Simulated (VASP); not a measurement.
The system is AlH5.

```
CELL_PARAMETERS angstrom
4.49194 0.00000 0.00000
0.00000 3.20619 2.18600
0.00000 -3.20619 2.18600
ATOMIC_POSITIONS crystal
Al 0.00000 0.34472 0.34472
H 0.38907 0.43103 0.84441
H 0.61093 0.84441 0.43103
H 0.38907 0.84441 0.43103
H 0.61093 0.43103 0.84441
H 0.00000 0.87326 0.87326
```

The cell was generated, and may not be a known phase.

* Program: VASP 6.6.1
* Task: relaxation of cell and atoms
* Functional: PBE
* Potentials or basis: VASP PAW PBE potentials, release 64 (Al, H)
* Cutoff: 600 eV
* k mesh: 4 × 6 × 6
* Occupations: gaussian, width 0.1 eV
* Spin: no spin polarisation

At the start: pressure -9.1 GPa; volume 10.49 Å³/atom.

Problem. Where does the relaxation end?

Solution. Over 56 steps the energy falls by 262.7 meV/atom and the volume is 8.57 Å³/atom (-18.4 %); space group Amm2 (No. 38, to 0.1 Å) before and after.

The path:
```csv
step,energy change (eV),largest force (eV/Å),pressure (GPa),volume (Å³)
1,0.0000,2.9314,-9.05,62.97
3,-0.8778,0.2599,-1.63,59.36
5,-0.8803,0.2557,-1.06,59.17
7,-0.9904,0.0918,-0.27,56.43
9,-1.0098,0.1844,0.40,55.38
11,-1.0431,0.3417,0.16,54.60
13,-1.0440,1.3824,-2.17,52.58
15,-1.0901,0.7896,-1.14,53.59
17,-1.1477,0.3679,0.00,52.55
19,-1.1628,0.3172,1.02,51.73
21,-1.1702,0.2715,0.93,51.57
23,-1.1846,0.6879,-0.78,51.42
25,-1.1987,0.4011,-0.18,51.48
27,-1.2014,1.1126,2.35,51.03
29,-1.2314,0.5954,0.78,51.32
31,-1.2676,0.6485,1.64,51.18
33,-1.3073,0.5603,1.23,51.49
35,-1.3775,0.1498,1.69,53.16
37,-1.4114,0.2597,1.33,52.73
39,-1.5148,0.3168,-0.80,54.41
41,-1.5280,0.4269,-1.70,55.18
43,-1.5378,0.1836,-1.02,55.11
45,-1.5562,0.1496,-0.54,53.70
47,-1.5674,0.0540,0.31,51.92
49,-1.5711,0.2120,-0.26,51.79
51,-1.5749,0.0883,-0.16,51.64
53,-1.5758,0.0508,-0.07,51.53
55,-1.5760,0.0451,-0.08,51.48
56,-1.5763,0.0363,-0.10,51.40
```

Final structure:
```xyz
6
Lattice="5.2659 0.0000 0.0000 0.0000 2.1854 2.2331 0.0000 -2.1854 2.2331" Properties=species:S:1:pos:R:3 pbc="T T T"
Al    0.0000    0.0000    1.9553
H     2.2484   -1.1024    2.7746
H     3.0176    1.1024    2.7746
H     2.2484    1.1024    2.7746
H     3.0176   -1.1024    2.7746
H     0.0000    0.0000    3.7784
```

Where two steps share one volume, the run began anew on that cell with a basis built for it.

Caveat: the volume moved by over 15 % at a fixed basis, so the end points are rough.
